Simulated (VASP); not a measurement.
Runs of VASP 6.6.1 on Tl. The structure is that of space group P6_3/mmc (No. 194), or close to it. The cells are those of the table. 

| cell | gap on the mesh (eV) | pressure (GPa) |
| --- | --- | --- |
| a = 3.507, b = 3.507, c = 5.470 Å, angles 90.0, 90.0, 120.0°, 2 atoms | none | 3.8 |
| a = 3.659, b = 3.659, c = 5.708 Å, angles 90.0, 90.0, 120.0°, 2 atoms | none | 0.0 |
| a = 3.559, b = 3.559, c = 5.551 Å, angles 90.0, 90.0, 120.0°, 2 atoms | none | 2.2 |
| a = 3.610, b = 3.610, c = 5.631 Å, angles 90.0, 90.0, 120.0°, 2 atoms | none | (a) |

Alike in all rows: task single point; level revPBE; potentials or basis VASP PAW PBE potentials, release 64 (Tl_d); no spin polarisation; k mesh 16 × 16 × 9; cutoff (eV) 520; smearing fermi-dirac 0.1 eV.

Estimate the missing entries.

(a) 0.9.

Caveats: the PAW data sets were made with another functional, which shifts forces and pressure a little; spin-orbit coupling is left out, which moves the levels of the heavy elements.

A k mesh can miss the band edges, and the runs leave out spin-orbit coupling on Tl.

A gap of «none» marks levels without a gap at the run's occupations.
